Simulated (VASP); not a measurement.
Here is a VASP 6.6.1 calculation.

INCAR

```
SYSTEM = Au
PREC = Accurate
ENCUT = 520
EDIFF = 1E-6
ISMEAR = 0
SIGMA = 0.1
LREAL = .False.
LASPH = .True.
NELM = 100
ALGO = Fast
ISIF = 2
LWAVE = .False.
LCHARG = .True.
LELF = .True.
LVHAR = .True.
NBANDS = 12
```

The input KPOINTS:

```
Automatic mesh
0
Gamma
  14 14 14
  0 0 0
```

File POSCAR:

```
Au
1.0
    0.0000000000      2.0238288612      2.0238288612
    2.0238288612      0.0000000000      2.0238288612
    2.0238288612      2.0238288612      0.0000000000
Au
1
Direct
    0.0000000000      0.0000000000      0.0000000000
```

Potentials or basis: VASP PAW LDA potentials, release 64 (Au).

Command:

```console
$ cat potpaw_LDA.64/Au/POTCAR > POTCAR
$ mpirun -np 1 vasp_std > vasp.out
```

Problem. Estimate the pressure.

Solution. 0.6 GPa.
